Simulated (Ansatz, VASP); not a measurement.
**KCl in VASP and in Ansatz**

POSCAR

```
KCl
1.0
    0.0000000000      3.2065264533      3.2065264533
    3.2065264533      0.0000000000      3.2065264533
    3.2065264533      3.2065264533      0.0000000000
K Cl
1 1
Direct
    0.0000000000      0.0000000000      0.0000000000
    0.5000000000      0.5000000000      0.5000000000
```

The input INCAR.step1:

```
ALGO = Normal
EDIFF = 1E-4
ENCUT = 520
GGA = PE
ISMEAR = 0
LASPH = True
LCHARG = False
LREAL = False
LWAVE = True
NBANDS = 15
NELM = 80
PREC = Accurate
SIGMA = 0.01
```

File INCAR.step2:

```
ALGO = Normal
EDIFF = 1E-7
ENCUT = 520
ISIF = 2
ISMEAR = 0
ISTART = 1
LASPH = True
LCHARG = True
LELF = True
LMIXTAU = True
LREAL = False
LVHAR = True
LWAVE = False
METAGGA = R2SCAN
NBANDS = 15
NELM = 80
PREC = Accurate
SIGMA = 0.01
```

KPOINTS

```
k-points
0
Gamma
  6 6 6
```

Input for Ansatz:

```yaml
crystal:
  lattice:
    - [0.0, 3.2065264533, 3.2065264533]
    - [3.2065264533, 0.0, 3.2065264533]
    - [3.2065264533, 3.2065264533, 0.0]
  atoms:
    - { symbol: K, position: [0.0, 0.0, 0.0] }
    - { symbol: Cl, position: [0.5, 0.5, 0.5] }
kpoints:
  mp_grid: { grid: [6, 6, 6] }
hamiltonian:
  xc: r2scan
scf:
  occupations: { method: fixed }
  n_extra_bands: 4
output:
  forces: true
  stress: true
  eigenvalues: true
```

Alike in both runs: task single point; functional r2SCAN; k mesh 6 × 6 × 6; no spin polarisation.

|  | VASP | Ansatz |
| --- | --- | --- |
| version | VASP 6.6.1 | Ansatz 0.2.0 |
| potentials or method | VASP PAW PBE potentials, release 64 (K_sv, Cl) | plane waves, PAW |
| plane-wave cutoff (eV) | 520 | 500 |
| occupations | gaussian, width 0.01 eV | fixed |
| valence electrons in the cell | 16 | 16 |

|  | VASP | Ansatz | Ansatz less VASP |
| --- | --- | --- | --- |
| gap on the k mesh at the Fermi level (eV) | 5.64 | 5.63 | -0.004 |
| pressure (GPa) | -1.0 | -0.9 | +0.03 |

VASP's potentials were made for PBE, not for r2SCAN.
